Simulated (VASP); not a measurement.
The system is RbBr.

```
Rb Br
1.0
     4.12608    0.00000    0.00000
     0.00000    4.12608    0.00000
     0.00000    0.00000    4.12608
Rb Br
1 1
Direct
  0.00000 0.00000 0.00000
  0.50000 0.50000 0.50000
```

- Program: VASP 6.6.1
- Task: relaxation of cell and atoms
- Functional: PBEsol
- Potentials or basis: VASP PAW PBE potentials, release 64 (Rb_sv, Br)
- Cutoff: 600 eV
- k mesh: 8 × 8 × 8
- Occupations: fermi-dirac, width 0.1 eV
- Spin: no spin polarisation

At the start: pressure -0.6 GPa; volume 35.12 Å³/atom.

Task: How do energy, volume and symmetry change on relaxing?

Result: Over 18 steps the energy falls by 2.2 meV/atom and the volume is 33.89 Å³/atom (-3.5 %); space group Pm-3m (No. 221, to 0.1 Å) before and after.

The path:
| step | energy change (eV) | largest force (eV/Å) | pressure (GPa) | volume (Å³) |
| --- | --- | --- | --- | --- |
| 1 | 0.0000 | 0.0000 | -0.56 | 70.24 |
| 2 | -0.0033 | 0.0000 | -0.30 | 69.01 |
| 3 | -0.0045 | 0.0000 | 0.03 | 67.63 |
| 4 | -0.0045 | 0.0000 | 0.01 | 67.74 |
| 5 | -0.0045 | 0.0000 | -0.01 | 67.87 |
| 6 | -0.0045 | 0.0000 | -0.02 | 67.81 |
| 7 | -0.0045 | 0.0000 | -0.01 | 67.80 |
| 8 | -0.0045 | 0.0000 | -0.02 | 67.80 |
| 9 | -0.0045 | 0.0000 | -0.01 | 67.80 |
| 10 | -0.0045 | 0.0000 | -0.01 | 67.80 |
| 11 | -0.0045 | 0.0000 | -0.01 | 67.80 |
| 12 | -0.0045 | 0.0000 | -0.01 | 67.80 |
| 13 | -0.0045 | 0.0000 | -0.01 | 67.80 |
| 14 | -0.0045 | 0.0000 | -0.01 | 67.80 |
| 15 | -0.0045 | 0.0000 | -0.01 | 67.80 |
| 16 | -0.0045 | 0.0000 | -0.02 | 67.80 |
| 17 | -0.0045 | 0.0000 | -0.02 | 67.79 |
| 18 | -0.0045 | 0.0000 | -0.01 | 67.78 |

Final structure:
```
Rb Br
1.0
     4.07729    0.00000    0.00000
     0.00000    4.07729    0.00000
     0.00000    0.00000    4.07729
Rb Br
1 1
Direct
  0.00000 0.00000 0.00000
  0.50000 0.50000 0.50000
```

Caveat: the PAW data sets were made with another functional, which shifts forces and pressure a little.
